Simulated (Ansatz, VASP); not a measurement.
**Sr in VASP and in Ansatz**

```
CELL_PARAMETERS angstrom
0.00000 4.68781 4.68781
4.68781 0.00000 4.68781
4.68781 4.68781 0.00000
ATOMIC_POSITIONS crystal
Sr 0.50000 0.50000 0.50000
Sr 0.75000 0.75000 0.75000
```

Alike in both runs: functional PBEsol; k mesh 10 × 10 × 10; occupations gaussian, width 0.1 eV; no spin polarisation.

Ansatz relaxed the structure, and its values are those at the end. VASP's run is a single point on that final structure, the one shown.

|  | VASP | Ansatz |
| --- | --- | --- |
| version | VASP 6.6.1 | Ansatz 0.2.0 |
| potentials or method | VASP PAW PBE potentials, release 64 (Sr_sv), cutoff 520 eV | scalar-relativistic, plane waves, PAW |
| valence electrons in the cell | 20 | 20 |

|  | VASP | Ansatz | Ansatz less VASP |
| --- | --- | --- | --- |
| gap on the k mesh at the Fermi level (eV) | none | none | - |
| pressure (GPa) | 0.0 | 0.0 | -0.01 |

VASP's potentials were made for PBE, not for PBEsol. A gap of «none» marks a metal or a gap that the smearing closes.
